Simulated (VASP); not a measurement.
# MoRu3W (P4/mmm) in VASP: notebook

MoRu3W is run at these levels: PBE; tasks: single point.

Everything below comes from runs of VASP 6.6.1. Logs are shortened: lines on timing, memory, paths and dates and some standing lists are left out, and cuts for length are marked.

**1. The cell of the first run**

It takes space group P4/mmm (No. 123, tetragonal). The conventional cell has a = 4.878 Å, b = 4.878 Å, c = 4.772 Å, α = 90.00°, β = 90.00°, γ = 90.00°. Within 3.2 Å of Mo (site symmetry 4/mmm) lie 2 W at 2.39 Å. Within 3.2 Å of Ru (site symmetry mmm) lie 2 Ru at 2.44 Å and 2 W at 2.44 Å. Within 3.2 Å of Ru (site symmetry 4/mmm) lie 4 Ru at 2.44 Å. W (site symmetry 4/mmm) has 2 Mo at 2.39 Å and 4 Ru at 2.44 Å within 3.2 Å.

The cell was generated, and may not be a known phase.

**2. Single point, PBE**

The input, INCAR:

```
SYSTEM = MoRu3W
ALGO = Normal ; EDIFF = 1E-6
ENCUT = 520 ; GGA = PE
ISIF = 2 ; ISMEAR = 0
LASPH = .True. ; LCHARG = .True.
LELF = .True. ; LREAL = .False.
LVHAR = .True. ; LWAVE = .False.
NBANDS = 43 ; NELM = 60
PREC = Accurate ; SIGMA = 0.1
```

The input, KPOINTS:

```
k-points
0
Gamma
  4 4 4
  0 0 0
```

The input, POSCAR:

```
MoRu3W
1.0
    4.8780267656      0.0000000000      0.0000000000
    0.0000000000      4.8780267656      0.0000000000
    0.0000000000      0.0000000000      4.7716821370
Mo Ru W
1 3 1
Direct
    0.5000000000      0.5000000000      0.0000000000
    0.0000000000      0.5000000000      0.5000000000
    0.5000000000      0.0000000000      0.5000000000
    0.0000000000      0.0000000000      0.5000000000
    0.5000000000      0.5000000000      0.5000000000
```

Potentials or basis: VASP PAW PBE potentials, release 64 (Mo_sv, Ru_pv, W_sv).

Command:

```sh
> cat potpaw_PBE.64/Mo_sv/POTCAR potpaw_PBE.64/Ru_pv/POTCAR potpaw_PBE.64/W_sv/POTCAR > POTCAR
> mpirun -np 1 vasp_std > vasp.out
```

OUTCAR:

```text
SYSTEM = MoRu3W
   EDIFF = 1E-6
   ENCUT = 520
   GGA = PE
   ISIF = 2
   ISMEAR = 0
   LASPH = .True.
   LREAL = .False.
   NELM = 60
   PREC = Accurate

 ion  position               nearest neighbor table
   1  0.500  0.500  0.000-   5 2.39   5 2.39   2 3.41   2 3.41   3 3.41   3 3.41   3 3.41   3 3.41
                             2 3.41   2 3.41
   2  0.000  0.500  0.500-   4 2.44   5 2.44   4 2.44   5 2.44   1 3.41   1 3.41   1 3.41   1 3.41

   3  0.500  0.000  0.500-   4 2.44   5 2.44   5 2.44   4 2.44   1 3.41   1 3.41   1 3.41   1 3.41

   4  0.000  0.000  0.500-   2 2.44   3 2.44   2 2.44   3 2.44
   5  0.500  0.500  0.500-   1 2.39   1 2.39   3 2.44   2 2.44   3 2.44   2 2.44

  LATTYP: Found a simple tetragonal cell.
 ALAT       =     4.8780267656
 C/A-ratio  =     0.9781992527

  Lattice vectors:

 A1 = (   4.8780267656,   0.0000000000,   0.0000000000)
 A2 = (   0.0000000000,   4.8780267656,   0.0000000000)
 A3 = (   0.0000000000,   0.0000000000,   4.7716821370)

Analysis of symmetry for initial positions (statically):
=====================================================================
 Subroutine PRICEL returns:
 Original cell was already a primitive cell.

 Routine SETGRP: Setting up the symmetry group for a
 simple tetragonal supercell.

 Subroutine GETGRP returns: Found 16 space group operations
 (whereof 16 operations were pure point group operations)
 out of a pool of 16 trial point group operations.

The static configuration has the point symmetry D_4h.

Analysis of symmetry for dynamics (positions and initial velocities):
=====================================================================
 Subroutine PRICEL returns:
 Original cell was already a primitive cell.

 Routine SETGRP: Setting up the symmetry group for a
 simple tetragonal supercell.

 Subroutine GETGRP returns: Found 16 space group operations
 (whereof 16 operations were pure point group operations)
 out of a pool of 16 trial point group operations.

The dynamic configuration has the point symmetry D_4h.

 Subroutine INISYM returns: Found 16 space group operations
 (whereof 16 operations are pure point group operations),
 and found     1 'primitive' translations

----------------------------------------------------------------------------------------

                                     Primitive cell

  volume of cell :     113.5429

  direct lattice vectors                    reciprocal lattice vectors
     4.878026766  0.000000000  0.000000000     0.205000925  0.000000000  0.000000000
     0.000000000  4.878026766  0.000000000     0.000000000  0.205000925  0.000000000
     0.000000000  0.000000000  4.771682137     0.000000000  0.000000000  0.209569701

  length of vectors
     4.878026766  4.878026766  4.771682137     0.205000925  0.205000925  0.209569701

  position of ions in fractional coordinates (direct lattice)
     0.500000000  0.500000000  0.000000000
     0.000000000  0.500000000  0.500000000
     0.500000000  0.000000000  0.500000000
     0.000000000  0.000000000  0.500000000
     0.500000000  0.500000000  0.500000000

  ion indices of the primitive-cell ions
   primitive index   ion index
                 1           1
                 2           2
                 3           3
                 4           4
                 5           5

----------------------------------------------------------------------------------------

 KPOINTS: k-points

Automatic generation of k-mesh.
 Grid dimensions read from file:
 generate k-points for:    4    4    4

 Generating k-lattice:

  Cartesian coordinates                     Fractional coordinates (reciprocal lattice)
     0.051250231  0.000000000  0.000000000     0.250000000  0.000000000  0.000000000
     0.000000000  0.051250231  0.000000000     0.000000000  0.250000000  0.000000000
     0.000000000  0.000000000  0.052392425     0.000000000  0.000000000  0.250000000

  Length of vectors
     0.051250231  0.051250231  0.052392425

  Shift w.r.t. Gamma in fractional coordinates (k-lattice)
     0.000000000  0.000000000  0.000000000

 Subroutine IBZKPT returns following result:
 ===========================================

 Found     18 irreducible k-points:

 Following reciprocal coordinates:
            Coordinates               Weight
  0.000000  0.000000  0.000000      1.000000
  0.250000  0.000000  0.000000      4.000000
  0.500000  0.000000  0.000000      2.000000
  0.250000  0.250000  0.000000      4.000000
  0.500000  0.250000  0.000000      4.000000
  0.500000  0.500000  0.000000      1.000000
[... 10 lines left out ...]
  0.500000  0.250000  0.500000      4.000000
  0.500000  0.500000  0.500000      1.000000
   k-points           NKPTS =     18   k-points in BZ     NKDIM =     18   number of bands    NBANDS=     43
   number of dos      NEDOS =    301   number of ions     NIONS =      5
   total plane-waves  NPLWV =  46656
   dimension x,y,z NGX =    36 NGY =   36 NGZ =   36
   dimension x,y,z NGXF=    72 NGYF=   72 NGZF=   72
   ions per type =               1   3   1
   NGX,Y,Z   is equivalent  to a cutoff of  12.27, 12.27, 12.54 a.u.
   NGXF,Y,Z  is equivalent  to a cutoff of  24.54, 24.54, 25.08 a.u.
 SYSTEM =  MoRu3W
   PREC   = accura    normal or accurate (medium, high low for compatibility)
   ISTART =      0    job   : 0-new  1-cont  2-samecut
   ICHARG =      2    charge: 1-file 2-atom 10-const
   ISPIN  =      1    spin polarized calculation?
   LNONCOLLINEAR =      F non collinear calculations
   LSORBIT =      F    spin-orbit coupling
   LASPH  =      T    aspherical Exc in radial PAW
   ENCUT  =  520.0 eV  38.22 Ry    6.18 a.u.   9.07  9.07  8.87*2*pi/ulx,y,z
   NELM   =     60;   NELMIN=  2; NELMDL= -5     # of ELM steps
   EDIFF  = 0.1E-05   stopping-criterion for ELM
   LREAL  =      F    real-space projection
   EDIFFG = 0.1E-04   stopping-criterion for IOM
   NSW    =      0    number of steps for IOM
   IBRION =     -1    ionic relax: 0-MD 1-quasi-New 2-CG
   NFREE  =      0    steps in history (QN), initial steepest desc. (CG)
   ISIF   =      2    stress and relaxation
   ISYM   =      2    0-nonsym 1-usesym 2-fastsym
   POTIM  = 0.5000    time-step for ionic-motion
   TEBEG  =    0.0;   TEEND  =   0.0 temperature during run
   PSTRESS=    0.0 pullay stress
   NELECT =      70.0000    total number of electrons
   NUPDOWN=      -1.0000    fix difference up-down
   EMIN   =  10.00;   EMAX   =-10.00  energy-range for DOS
   EFERMI =   0.00;   METHOD = LEGACY
   ISMEAR =     0;   SIGMA  =   0.10  broadening in eV -4-tet -1-fermi 0-gaus
   EFERMI_NEDOS =   21; number of points for ismear=-14 and -15
   IALGO  =     38    algorithm
   IMIX   =      4    mixing-type and parameters
     AMIX     =   0.40;   BMIX     =  1.00
     AMIX_MAG =   1.60;   BMIX_MAG =  1.00
  volume/ion in A,a.u.               =      22.71       153.25
  Fermi-wavevector in a.u.,A,eV,Ry     =   1.393331  2.633013 26.413950  1.941371
  Thomas-Fermi vector in A             =   2.516987
   LORBIT       =      0    0 simple, 1 ext, 2 COOP (PROOUT), +10 PAW based schemes
   GGA     = PE    functional components
   LHFCALC =     F    Hartree Fock is set to
   AEXX    =    0.0000 exact exchange contribution
   IVDW    =     0    specifies the selected vdW correction
   LEPSILON=     F    determine dielectric tensor
   LRPA    =     F    only Hartree local field effects (RPA)
 non-spin polarized calculation
 Gauss-broadening in eV      SIGMA  =   0.10
  energy-cutoff  :      520.00
  volume of cell :      113.54
 maximum number of plane-waves:      3088
   NGX = 19   NGY = 19   NGZ = 17

 number of electron      70.0000026 magnetization

 Free energy of the ion-electron system (eV)
  ---------------------------------------------------
  ext. energy  EPLUGINS =         0.00000000
  ---------------------------------------------------
  free energy    TOTEN  =       -41.01575251 eV

  energy without entropy =      -40.94866322  energy(sigma->0) =      -40.98220787

 E-fermi :   6.2583     XC(G=0): -10.7508

 val. band max:        6.2574035655   @ k =   0.5000   0.0000   0.5000
 cond. band min:       6.2703976160   @ k =   0.5000   0.2500   0.5000
 fundamental gap:      0.0129940504
 Fermi energy:         6.2583378523

 k-point     1 :       0.0000    0.0000    0.0000
  band No.  band energies     occupation
      1     -67.6602      2.00000
      2     -54.6939      2.00000
      3     -37.2999      2.00000
      4     -37.2999      2.00000
      5     -36.6543      2.00000
      6     -36.6543      2.00000
[... 35 lines left out ...]
     42       9.3574      0.00000
     43       9.9128      0.00000

 k-point     2 :       0.2500    0.0000    0.0000
  band No.  band energies     occupation
      1     -67.6608      2.00000
      2     -54.6939      2.00000
      3     -37.2951      2.00000
      4     -37.1198      2.00000
      5     -36.6587      2.00000
      6     -36.5920      2.00000
[... 35 lines left out ...]
     42       9.5184      0.00000
     43       9.6903      0.00000

 k-point     3 :       0.5000    0.0000    0.0000
  band No.  band energies     occupation
      1     -67.6613      2.00000
      2     -54.6938      2.00000
      3     -37.2901      2.00000
      4     -36.7218      2.00000
      5     -36.6633      2.00000
      6     -36.6279      2.00000
[... 35 lines left out ...]
     42       9.2234      0.00000
     43      10.1796      0.00000

 k-point     4 :       0.2500    0.2500    0.0000
  band No.  band energies     occupation
      1     -67.6613      2.00000
      2     -54.6939      2.00000
      3     -37.1181      2.00000
      4     -37.1113      2.00000
      5     -36.6024      2.00000
      6     -36.5891      2.00000
[... 587 lines left out ...]
     42       7.9723      0.00000
     43       8.3603      0.00000

 k-point    17 :       0.5000    0.2500    0.5000
  band No.  band energies     occupation
      1     -67.6614      2.00000
      2     -54.7016      2.00000
      3     -37.1096      2.00000
      4     -36.7078      2.00000
      5     -36.6272      2.00000
      6     -36.6006      2.00000
[... 35 lines left out ...]
     42       7.1641      0.00000
     43       7.3304      0.00000

 k-point    18 :       0.5000    0.5000    0.5000
  band No.  band energies     occupation
      1     -67.6619      2.00000
      2     -54.7016      2.00000
      3     -36.6913      2.00000
      4     -36.6913      2.00000
      5     -36.6430      2.00000
      6     -36.6096      2.00000
[... 35 lines left out ...]
     42       6.6914      0.00000
     43       6.9512      0.00000

------------------------ aborting loop because EDIFF is reached ----------------------------------------

  FORCE on cell =-STRESS in cart. coord.  units (eV):
  Direction    XX          YY          ZZ          XY          YZ          ZX
  --------------------------------------------------------------------------------------
  -------------------------------------------------------------------------------------
  Total        0.3048462      0.3048462      0.4104396      0.0000000     -0.0000000      0.0000000
  in kB        4.3016150      4.3016150      5.7916183      0.0000000     -0.0000000      0.0000000
  external PRESSURE =       4.7982828 kB  Pullay stress =       0.0000000 kB

 VOLUME and BASIS-vectors are now :
 -----------------------------------------------------------------------------
  energy-cutoff  :      520.00
  volume of cell :      113.54
      direct lattice vectors                 reciprocal lattice vectors
     4.878026766  0.000000000  0.000000000     0.205000925  0.000000000  0.000000000
     0.000000000  4.878026766  0.000000000     0.000000000  0.205000925  0.000000000
     0.000000000  0.000000000  4.771682137     0.000000000  0.000000000  0.209569701

 POSITION                                       TOTAL-FORCE (eV/Angst)
 -----------------------------------------------------------------------------------
      2.43901      2.43901      0.00000         0.000000      0.000000      0.000000
      0.00000      2.43901      2.38584         0.000000      0.000000      0.000000
      2.43901      0.00000      2.38584         0.000000      0.000000      0.000000
      0.00000      0.00000      2.38584         0.000000      0.000000      0.000000
      2.43901      2.43901      2.38584         0.000000      0.000000      0.000000
 -----------------------------------------------------------------------------------
    total drift:                                0.000000      0.000000      0.000000

  FREE ENERGIE OF THE ION-ELECTRON SYSTEM (eV)
  ---------------------------------------------------
  free  energy   TOTEN  =       -41.0157525114 eV

  energy  without entropy=      -40.9486632235  energy(sigma->0) =      -40.98220787
```

Run time: 2.2 min. Hardware: 1 thread of Intel Xeon 8259CL, shared host; peak memory 0.25 GiB.

Results:

* Free energy: -41.0158 eV
* Pressure: 0.5 GPa
* Band gap on the k mesh: zero (bands 35 and 36 overlap by 1.58 eV)

Levels at points of the mesh, in eV from the Fermi level:
| k point | band 33 | band 34 | band 35 | band 36 | band 37 | band 38 |
| --- | --- | --- | --- | --- | --- | --- |
| (0.00, 0.00, 0.00) | 0.34 | 0.34 | 0.46 | 1.05 | 1.05 | 1.36 |
| (0.50, 0.00, 0.00) | -1.12 | -0.59 | 0.04 | 0.12 | 0.40 | 0.50 |
| (0.50, 0.50, 0.00) | -1.38 | -1.38 | -1.28 | -1.12 | -0.89 | -0.16 |
| (0.00, 0.00, 0.50) | -0.22 | -0.10 | 0.03 | 0.06 | 0.06 | 0.93 |
| (0.50, 0.00, 0.50) | -0.65 | -0.29 | 0.00 | 0.10 | 0.10 | 0.17 |
| (0.50, 0.50, 0.50) | -0.74 | -0.65 | -0.65 | -0.44 | -0.44 | -0.32 |

Caveat: spin-orbit coupling is left out, which moves the levels of the heavy elements.

**3. Single point, PBE, collinear spin, ferromagnetic start**

The input, INCAR:

```
PREC = Accurate ; ENCUT = 520
EDIFF = 1E-6 ; ISMEAR = 0
SIGMA = 0.1 ; LREAL = False
LASPH = True ; NELM = 150
ALGO = Normal ; ISIF = 2
LWAVE = False ; LCHARG = True
ISPIN = 2 ; MAGMOM = 1 1 1 1 0
LORBIT = 11 ; LMAXMIX = 4
GGA = PE ; LELF = True
LVHAR = True ; NBANDS = 47
```

The input, KPOINTS:

```
Automatic mesh
0
Gamma
  4 4 4
```

POSCAR is that of step 2.

Potentials or basis: VASP PAW PBE potentials, release 64 (Mo_sv, Ru_pv, W_sv).

Command:

```sh
> cat potpaw_PBE.64/Mo_sv/POTCAR potpaw_PBE.64/Ru_pv/POTCAR potpaw_PBE.64/W_sv/POTCAR > POTCAR
> mpirun -np 1 vasp_std > vasp.out
```

It took 8.5 min on 1 thread of Intel Xeon 8259CL, shared host; peak memory 0.34 GiB.

Results (log left out):

* Free energy: -41.0376 eV
* Pressure: 1.1 GPa
* Net moment: 1.41 μB per cell
* Site moments: Mo -0.01; Ru +0.15, +0.95 (each value once); W +0.04 μB
* Valence electrons inside the program's atomic spheres: Mo 12.36; Ru 12.71, 12.55 (each value once); W 12.39

Stress tensor (GPa, compression positive):
```
1.55 0.00 0.00
0.00 1.55 0.00
0.00 0.00 0.18
```

Levels at points of the mesh, in eV from the Fermi level:
Spin up:
| k point | band 34 | band 35 | band 36 | band 37 | band 38 | band 39 |
| --- | --- | --- | --- | --- | --- | --- |
| (0.00, 0.00, 0.00) | 0.31 | 0.36 | 0.90 | 0.90 | 1.37 | 1.42 |
| (0.50, 0.00, 0.00) | -0.56 | -0.12 | 0.00 | 0.34 | 0.39 | 0.82 |
| (0.50, 0.50, 0.00) | -1.60 | -1.28 | -1.09 | -0.86 | -0.30 | 0.19 |
| (0.00, 0.00, 0.50) | -0.24 | -0.17 | -0.03 | -0.02 | 0.76 | 0.76 |
| (0.50, 0.00, 0.50) | -0.37 | -0.19 | 0.03 | 0.07 | 0.11 | 0.35 |
| (0.50, 0.50, 0.50) | -0.79 | -0.79 | -0.44 | -0.44 | -0.30 | -0.04 |
Spin down:
```
           k point  band 31  band 32  band 33  band 34  band 35  band 36  band 37  band 38
(0.00, 0.00, 0.00)     0.01     0.36     0.43     0.43     0.66     1.27     1.27     1.41
(0.50, 0.00, 0.00)    -1.28    -0.94    -0.91    -0.55     0.09     0.41     0.48     0.81
(0.50, 0.50, 0.00)    -1.49    -1.17    -1.12    -1.12    -1.06    -1.00    -0.87     0.08
(0.00, 0.00, 0.50)    -0.65    -0.62    -0.18    -0.09     0.07     0.41     0.42     1.15
(0.50, 0.00, 0.50)    -0.97    -0.64    -0.60    -0.20    -0.08     0.14     0.16     0.52
(0.50, 0.50, 0.50)    -1.28    -1.03    -0.49    -0.49    -0.33    -0.33    -0.31    -0.28
```

Caveat: spin-orbit coupling is left out, which moves the levels of the heavy elements.
